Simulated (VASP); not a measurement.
Crystal: KNbO3.

```xyz
5
Lattice="4.0130 0.0000 0.0000 0.0000 4.0130 0.0000 0.0000 0.0000 4.1103" Properties=species:S:1:pos:R:3 pbc="T T T"
K     2.0065    2.0065    2.0550
Nb    0.0000    0.0000    0.0613
O     2.0065    0.0000    4.0040
O     0.0000    2.0065    4.0040
O     0.0000    0.0000    1.9386
```

Base run:

- Program: VASP 6.6.1
- Functional: PBE
- Potentials or basis: VASP PAW PBE potentials, release 64 (K_sv, Nb_sv, O)
- Cutoff: 600 eV
- k mesh: 4 × 4 × 4
- Occupations: gaussian, width 0.1 eV
- Spin: no spin polarisation

Its results: band gap on the k mesh 1.54 eV (least direct gap 2.39 eV); pressure -0.6 GPa; largest force 0.390 eV/Å.

Q: The run is repeated on the same cell with these changes: k mesh from 4 × 4 × 4 to 3 × 3 × 3. What comes out?

A: Band gap on the k mesh 1.88 eV (least direct gap 2.37 eV); pressure -0.6 GPa; largest force 0.780 eV/Å.

Caveats: some runs use coarse meshes.

A k mesh can miss the band edges.
